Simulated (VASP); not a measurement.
# PbSe (Clausthalite) (Fm-3m) in VASP: further runs

Runs on PbSe (Clausthalite). Level: PBE exchange alone. Tasks: single point.

All numbers are computed with VASP 6.6.1; they aren't measurements. Logs are shortened: lines on timing, memory, paths and dates and some standing lists are left out, and cuts for length are marked.

## 1. The cell of the first run

The structure is cubic, space group Fm-3m (No. 225). Conventional cell: a = 6.039 Å, b = 6.039 Å, c = 6.039 Å, α = 90.00°, β = 90.00°, γ = 90.00°. Within 4.0 Å of Pb (site symmetry m-3m) lie 6 Se at 3.02 Å. Se (site symmetry m-3m) has 6 Pb at 3.02 Å within 4.0 Å.

## 2. Single point, PBE exchange alone

Contents of INCAR:

```
PREC = Accurate ; ENCUT = 520
EDIFF = 1E-6 ; ISMEAR = -1
SIGMA = 0.05 ; LREAL = False
LASPH = True ; NELM = 80
ALGO = Normal ; ISIF = 2
LWAVE = False ; LCHARG = False
GGA = PE ; ALDAC = 0.0
AGGAC = 0.0 ; NBANDS = 17
```

Contents of KPOINTS:

```
regular mesh
0
Gamma
  8 8 8
```

Contents of POSCAR:

```
PbSe
1.0
    0.0000000000      3.0192847941      3.0192847941
    3.0192847941      0.0000000000      3.0192847941
    3.0192847941      3.0192847941      0.0000000000
Pb Se
1 1
Direct
    0.0000000000      0.0000000000      0.0000000000
    0.5000000000      0.5000000000      0.5000000000
```

Potentials or basis: VASP PAW PBE potentials, release 64 (Pb_d, Se).

Launch:

```sh
$ cat potpaw_PBE.64/Pb_d/POTCAR potpaw_PBE.64/Se/POTCAR > POTCAR
$ mpirun -np 1 vasp_std > vasp.out
```

OUTCAR:

```text
PREC = Accurate
   ENCUT = 520
   EDIFF = 1E-6
   ISMEAR = -1
   LREAL = False
   LASPH = True
   NELM = 80
   ISIF = 2
   GGA = PE

 ion  position               nearest neighbor table
   1  0.000  0.000  0.000-   2 3.02   2 3.02   2 3.02   2 3.02   2 3.02   2 3.02
   2  0.500  0.500  0.500-   1 3.02   1 3.02   1 3.02   1 3.02   1 3.02   1 3.02

  LATTYP: Found a face centered cubic cell.
 ALAT       =     6.0385695882

  Lattice vectors:

 A1 = (   0.0000000000,   3.0192847941,   3.0192847941)
 A2 = (   3.0192847941,   0.0000000000,   3.0192847941)
 A3 = (   3.0192847941,   3.0192847941,   0.0000000000)

Analysis of symmetry for initial positions (statically):
=====================================================================
 Subroutine PRICEL returns:
 Original cell was already a primitive cell.

 Routine SETGRP: Setting up the symmetry group for a
 face centered cubic supercell.

 Subroutine GETGRP returns: Found 48 space group operations
 (whereof 48 operations were pure point group operations)
 out of a pool of 48 trial point group operations.

The static configuration has the point symmetry O_h .

Analysis of symmetry for dynamics (positions and initial velocities):
=====================================================================
 Subroutine PRICEL returns:
 Original cell was already a primitive cell.

 Routine SETGRP: Setting up the symmetry group for a
 face centered cubic supercell.

 Subroutine GETGRP returns: Found 48 space group operations
 (whereof 48 operations were pure point group operations)
 out of a pool of 48 trial point group operations.

The dynamic configuration has the point symmetry O_h .

 Subroutine INISYM returns: Found 48 space group operations
 (whereof 48 operations are pure point group operations),
 and found     1 'primitive' translations

----------------------------------------------------------------------------------------

                                     Primitive cell

  volume of cell :      55.0481

  direct lattice vectors                    reciprocal lattice vectors
     0.000000000  3.019284794  3.019284794    -0.165602132  0.165602132  0.165602132
     3.019284794  0.000000000  3.019284794     0.165602132 -0.165602132  0.165602132
     3.019284794  3.019284794  0.000000000     0.165602132  0.165602132 -0.165602132

  length of vectors
     4.269913504  4.269913504  4.269913504     0.286831307  0.286831307  0.286831307

  position of ions in fractional coordinates (direct lattice)
     0.000000000  0.000000000  0.000000000
     0.500000000  0.500000000  0.500000000

  ion indices of the primitive-cell ions
   primitive index   ion index
                 1           1
                 2           2

----------------------------------------------------------------------------------------

 KPOINTS: regular mesh

Automatic generation of k-mesh.
 Grid dimensions read from file:
 generate k-points for:    8    8    8

 Generating k-lattice:

  Cartesian coordinates                     Fractional coordinates (reciprocal lattice)
    -0.020700267  0.020700267  0.020700267     0.125000000  0.000000000  0.000000000
     0.020700267 -0.020700267  0.020700267     0.000000000  0.125000000  0.000000000
     0.020700267  0.020700267 -0.020700267     0.000000000  0.000000000  0.125000000

  Length of vectors
     0.035853913  0.035853913  0.035853913

  Shift w.r.t. Gamma in fractional coordinates (k-lattice)
     0.000000000  0.000000000  0.000000000

 Subroutine IBZKPT returns following result:
 ===========================================

 Found     29 irreducible k-points:

 Following reciprocal coordinates:
            Coordinates               Weight
  0.000000  0.000000  0.000000      1.000000
  0.125000  0.000000  0.000000      8.000000
  0.250000  0.000000  0.000000      8.000000
  0.375000  0.000000  0.000000      8.000000
  0.500000  0.000000  0.000000      4.000000
  0.125000  0.125000  0.000000      6.000000
[... 16 lines left out ...]
  0.500000  0.250000  0.125000     48.000000
 -0.375000  0.250000  0.125000     24.000000
 [... further k-points ...]
   k-points           NKPTS =     29   k-points in BZ     NKDIM =     29   number of bands    NBANDS=     17
   number of dos      NEDOS =    301   number of ions     NIONS =      2
   total plane-waves  NPLWV =  32768
   dimension x,y,z NGX =    32 NGY =   32 NGZ =   32
   dimension x,y,z NGXF=    64 NGYF=   64 NGZF=   64
   ions per type =               1   1
   NGX,Y,Z   is equivalent  to a cutoff of  12.46, 12.46, 12.46 a.u.
   NGXF,Y,Z  is equivalent  to a cutoff of  24.92, 24.92, 24.92 a.u.
 SYSTEM =  unknown system
   PREC   = accura    normal or accurate (medium, high low for compatibility)
   ISTART =      0    job   : 0-new  1-cont  2-samecut
   ICHARG =      2    charge: 1-file 2-atom 10-const
   ISPIN  =      1    spin polarized calculation?
   LNONCOLLINEAR =      F non collinear calculations
   LSORBIT =      F    spin-orbit coupling
   LASPH  =      T    aspherical Exc in radial PAW
   ENCUT  =  520.0 eV  38.22 Ry    6.18 a.u.   7.94  7.94  7.94*2*pi/ulx,y,z
   NELM   =     80;   NELMIN=  2; NELMDL= -5     # of ELM steps
   EDIFF  = 0.1E-05   stopping-criterion for ELM
   LREAL  =      F    real-space projection
   EDIFFG = 0.1E-04   stopping-criterion for IOM
   NSW    =      0    number of steps for IOM
   IBRION =     -1    ionic relax: 0-MD 1-quasi-New 2-CG
   NFREE  =      0    steps in history (QN), initial steepest desc. (CG)
   ISIF   =      2    stress and relaxation
   ISYM   =      2    0-nonsym 1-usesym 2-fastsym
   POTIM  = 0.5000    time-step for ionic-motion
   TEBEG  =    0.0;   TEEND  =   0.0 temperature during run
   PSTRESS=    0.0 pullay stress
   NELECT =      20.0000    total number of electrons
   NUPDOWN=      -1.0000    fix difference up-down
   EMIN   =  10.00;   EMAX   =-10.00  energy-range for DOS
   EFERMI =   0.00;   METHOD = LEGACY
   ISMEAR =    -1;   SIGMA  =   0.05  broadening in eV -4-tet -1-fermi 0-gaus
   EFERMI_NEDOS =   21; number of points for ismear=-14 and -15
   IALGO  =     38    algorithm
   IMIX   =      4    mixing-type and parameters
     AMIX     =   0.40;   BMIX     =  1.00
     AMIX_MAG =   1.60;   BMIX_MAG =  1.00
  volume/ion in A,a.u.               =      27.52       185.74
  Fermi-wavevector in a.u.,A,eV,Ry     =   1.168165  2.207511 18.566630  1.364609
  Thomas-Fermi vector in A             =   2.304655
   LORBIT       =      0    0 simple, 1 ext, 2 COOP (PROOUT), +10 PAW based schemes
   GGA     = PE    functional components
   LHFCALC =     F    Hartree Fock is set to
   AEXX    =    0.0000 exact exchange contribution
   IVDW    =     0    specifies the selected vdW correction
   LEPSILON=     F    determine dielectric tensor
   LRPA    =     F    only Hartree local field effects (RPA)
 non-spin polarized calculation
  energy-cutoff  :      520.00
  volume of cell :       55.05
 maximum number of plane-waves:      1524
   NGX = 15   NGY = 15   NGZ = 15

 number of electron      20.0000005 magnetization

 Free energy of the ion-electron system (eV)
  ---------------------------------------------------
  ext. energy  EPLUGINS =         0.00000000
  ---------------------------------------------------
  free energy    TOTEN  =        -5.55642506 eV

  energy without entropy =       -5.55610234  energy(sigma->0) =       -5.55626370

 E-fermi :   7.2689     XC(G=0):  -8.0715

 val. band max:        7.1244837216   @ k =   0.5000   0.0000   0.0000
 cond. band min:       7.4133691892   @ k =   0.5000   0.0000   0.0000
 fundamental gap:      0.2888854676
 Fermi energy:         7.2689345841

 k-point     1 :       0.0000    0.0000    0.0000
  band No.  band energies     occupation
      1      -9.6936      2.00000
      2      -9.6936      2.00000
      3      -9.6936      2.00000
      4      -9.6912      2.00000
      5      -9.6912      2.00000
      6      -6.8439      2.00000
[... 9 lines left out ...]
     16      13.7149      0.00000
     17      15.5603      0.00000

 k-point     2 :       0.1250    0.0000    0.0000
  band No.  band energies     occupation
      1      -9.6961      2.00000
      2      -9.6961      2.00000
      3      -9.6929      2.00000
      4      -9.6874      2.00000
      5      -9.6874      2.00000
      6      -6.7172      2.00000
[... 9 lines left out ...]
     16      14.0618      0.00000
     17      16.7396      0.00000

 k-point     3 :       0.2500    0.0000    0.0000
  band No.  band energies     occupation
      1      -9.7068      2.00000
      2      -9.7068      2.00000
      3      -9.6919      2.00000
      4      -9.6737      2.00000
      5      -9.6737      2.00000
      6      -6.3673      2.00000
[... 9 lines left out ...]
     16      14.9331      0.00000
     17      18.7961      0.00000

 k-point     4 :       0.3750    0.0000    0.0000
  band No.  band energies     occupation
      1      -9.7175      2.00000
      2      -9.7175      2.00000
      3      -9.6912      2.00000
      4      -9.6600      2.00000
      5      -9.6600      2.00000
      6      -5.9188      2.00000
[... 9 lines left out ...]
     16      16.2278      0.00000
     17      18.9832      0.00000

 k-point     5 :       0.5000    0.0000    0.0000
  band No.  band energies     occupation
      1      -9.7219      2.00000
      2      -9.7219      2.00000
      3      -9.6910      2.00000
      4      -9.6542      2.00000
      5      -9.6542      2.00000
      6      -5.6816      2.00000
[... 9 lines left out ...]
     16      17.3164      0.00000
     17      17.5137      0.00000

 k-point     6 :       0.1250    0.1250    0.0000
  band No.  band energies     occupation
      1      -9.7042      2.00000
      2      -9.6967      2.00000
      3      -9.6879      2.00000
      4      -9.6862      2.00000
      5      -9.6862      2.00000
      6      -6.6723      2.00000
[... 9 lines left out ...]
     16      14.7285      0.00000
     17      16.4107      0.00000

 k-point     7 :       0.2500    0.1250    0.0000
  band No.  band energies     occupation
      1      -9.7209      2.00000
      2      -9.6968      2.00000
      3      -9.6935      2.00000
      4      -9.6779      2.00000
      5      -9.6718      2.00000
      6      -6.3899      2.00000
[... 9 lines left out ...]
     16      15.6294      0.00000
     17      17.6117      0.00000

 k-point     8 :       0.3750    0.1250    0.0000
  band No.  band energies     occupation
      1      -9.7352      2.00000
      2      -9.7042      2.00000
      3      -9.6923      2.00000
      4      -9.6690      2.00000
      5      -9.6580      2.00000
      6      -5.9608      2.00000
[... 9 lines left out ...]
     16      16.8233      0.00000
     17      18.8442      0.00000
[... 203 lines left out ...]
      1      -9.8370      2.00000
      2      -9.7092      2.00000
      3      -9.6754      2.00000
      4      -9.6468      2.00000
      5      -9.6440      2.00000
      6      -5.3164      2.00000
[... 9 lines left out ...]
     16      18.7581      0.00000
     17      19.0111      0.00000

 k-point    20 :      -0.3750    0.3750    0.0000
  band No.  band energies     occupation
      1      -9.8148      2.00000
      2      -9.6964      2.00000
      3      -9.6872      2.00000
      4      -9.6556      2.00000
      5      -9.6478      2.00000
      6      -5.2613      2.00000
[... 9 lines left out ...]
     16      17.6586      0.00000
     17      19.6843      0.00000

 k-point    21 :       0.5000    0.5000    0.0000
  band No.  band energies     occupation
      1      -9.8575      2.00000
      2      -9.7152      2.00000
      3      -9.6688      2.00000
      4      -9.6407      2.00000
      5      -9.6407      2.00000
      6      -5.2443      2.00000
[... 9 lines left out ...]
     16      19.2932      0.00000
     17      19.8120      0.00000

 k-point    22 :       0.3750    0.2500    0.1250
  band No.  band energies     occupation
      1      -9.7429      2.00000
      2      -9.6966      2.00000
      3      -9.6953      2.00000
      4      -9.6686      2.00000
      5      -9.6638      2.00000
      6      -6.0595      2.00000
[... 9 lines left out ...]
     16      16.9325      0.00000
     17      17.3168      0.00000

 k-point    23 :       0.5000    0.2500    0.1250
  band No.  band energies     occupation
      1      -9.7593      2.00000
      2      -9.7030      2.00000
      3      -9.6890      2.00000
      4      -9.6654      2.00000
      5      -9.6560      2.00000
      6      -5.6573      2.00000
[... 9 lines left out ...]
     16      17.2564      0.00000
     17      18.4298      0.00000

 k-point    24 :      -0.3750    0.2500    0.1250
  band No.  band energies     occupation
      1      -9.7653      2.00000
      2      -9.7069      2.00000
      3      -9.6815      2.00000
      4      -9.6695      2.00000
      5      -9.6515      2.00000
      6      -5.4569      2.00000
[... 9 lines left out ...]
     16      18.0702      0.00000
     17      18.3275      0.00000

 [... further k-points ...]

------------------------ aborting loop because EDIFF is reached ----------------------------------------

  FORCE on cell =-STRESS in cart. coord.  units (eV):
  Direction    XX          YY          ZZ          XY          YZ          ZX
  --------------------------------------------------------------------------------------
  -------------------------------------------------------------------------------------
  Total        5.0597305      5.0597305      5.0597305      0.0000000     -0.0000000      0.0000000
  in kB      147.2637075    147.2637075    147.2637075      0.0000000     -0.0000000      0.0000000
  external PRESSURE =     147.2637075 kB  Pullay stress =       0.0000000 kB

 VOLUME and BASIS-vectors are now :
 -----------------------------------------------------------------------------
  energy-cutoff  :      520.00
  volume of cell :       55.05
      direct lattice vectors                 reciprocal lattice vectors
     0.000000000  3.019284794  3.019284794    -0.165602132  0.165602132  0.165602132
     3.019284794  0.000000000  3.019284794     0.165602132 -0.165602132  0.165602132
     3.019284794  3.019284794  0.000000000     0.165602132  0.165602132 -0.165602132

 POSITION                                       TOTAL-FORCE (eV/Angst)
 -----------------------------------------------------------------------------------
      0.00000      0.00000      0.00000         0.000000     -0.000000      0.000000
      3.01928      3.01928      3.01928        -0.000000      0.000000     -0.000000
 -----------------------------------------------------------------------------------
    total drift:                                0.000000     -0.000000     -0.000000

  FREE ENERGIE OF THE ION-ELECTRON SYSTEM (eV)
  ---------------------------------------------------
  free  energy   TOTEN  =        -5.5564250614 eV

  energy  without entropy=       -5.5561023374  energy(sigma->0) =       -5.55626370
```

It took 14 s on 1 thread of Intel Xeon 6975P-C, shared host; peak memory 0.19 GiB.

Results:

```
Free energy            : -5.5564 eV
Pressure               : 14.7 GPa
Band gap on the k mesh : 0.29 eV, direct
```

Caveat: spin-orbit coupling is left out, which moves the levels of the heavy elements. A k mesh can miss the band edges.

## 3. Single point, PBE exchange alone

This run uses another cell than the first one, of 28.10 Å³/atom, 1.021 times its volume.

Contents of INCAR:

```
PREC = Accurate
ENCUT = 520
EDIFF = 1E-6
ISMEAR = -1
SIGMA = 0.05
LREAL = F
LASPH = T
NELM = 60
ALGO = Normal
ISIF = 2
LWAVE = F
LCHARG = F
GGA = PE
ALDAC = 0.0
AGGAC = 0.0
NBANDS = 17
```

KPOINTS is that of step 2.

Contents of POSCAR:

```
PbSe
1.0
    0.0000000000      3.0401081059      3.0401081059
    3.0401081059      0.0000000000      3.0401081059
    3.0401081059      3.0401081059      0.0000000000
Pb Se
1 1
Direct
    0.0000000000      0.0000000000      0.0000000000
    0.5000000000      0.5000000000      0.5000000000
```

Potentials or basis: VASP PAW PBE potentials, release 64 (Pb_d, Se).

Launch:

```sh
$ cat potpaw_PBE.64/Pb_d/POTCAR potpaw_PBE.64/Se/POTCAR > POTCAR
$ mpirun -np 1 vasp_std > vasp.out
```

Run time: 15 s. Hardware: 1 thread of Intel Xeon 6975P-C, shared host; peak memory 0.18 GiB.

It converged, with:

```yaml
Free_energy: -5.6559 eV
Pressure: 13.0 GPa
Band_gap_on_the_k_mesh: 0.36 eV, direct
```

Levels at points of the mesh, in eV from the valence-band top:
```tsv
k point	band 7	band 8	band 9	band 10	band 11	band 12	band 13	band 14
(0.00, 0.00, 0.00)	-6.35	-1.98	-1.98	-1.98	4.67	4.67	4.67	6.65
(0.50, 0.00, 0.00)	-8.97	-1.54	-1.54	0.00	0.36	1.65	1.65	8.93
(0.50, 0.50, 0.00)	-7.52	-5.08	-3.34	-3.34	3.90	5.62	5.62	6.16
```

Caveat: spin-orbit coupling is left out, which moves the levels of the heavy elements. A k mesh can miss the band edges.
